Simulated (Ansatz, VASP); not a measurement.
Two plane-wave programs on KF

```
K F
1.0
     0.00000    2.60477    2.60477
     2.60477    0.00000    2.60477
     2.60477    2.60477    0.00000
K F
1 1
Cartesian
  0.0000 0.0000 0.0000
  2.6048 2.6048 2.6048
```

Alike in both runs: functional r2SCAN; k mesh 10 × 10 × 10; occupations fermi-dirac, width 0.02 eV; no spin polarisation.

Ansatz relaxed the structure, and its values are those at the end. VASP's run is a single point on that final structure, the one shown.

|  | VASP | Ansatz |
| --- | --- | --- |
| version | VASP 6.6.1 | Ansatz 0.2.0 |
| potentials or method | VASP PAW PBE potentials, release 64 (K_sv, F), cutoff 520 eV | PAW plane waves |
| valence electrons in the cell | 16 | 16 |

|  | VASP | Ansatz | Ansatz less VASP |
| --- | --- | --- | --- |
| gap on the k mesh at the Fermi level (eV) | 7.26 | 7.26 | +0.005 |
| pressure (GPa) | 2.6 | 2.6 | 0.00 |

VASP's potentials were made for PBE, not for r2SCAN. Ansatz's warnings: stress scf threshold loose.
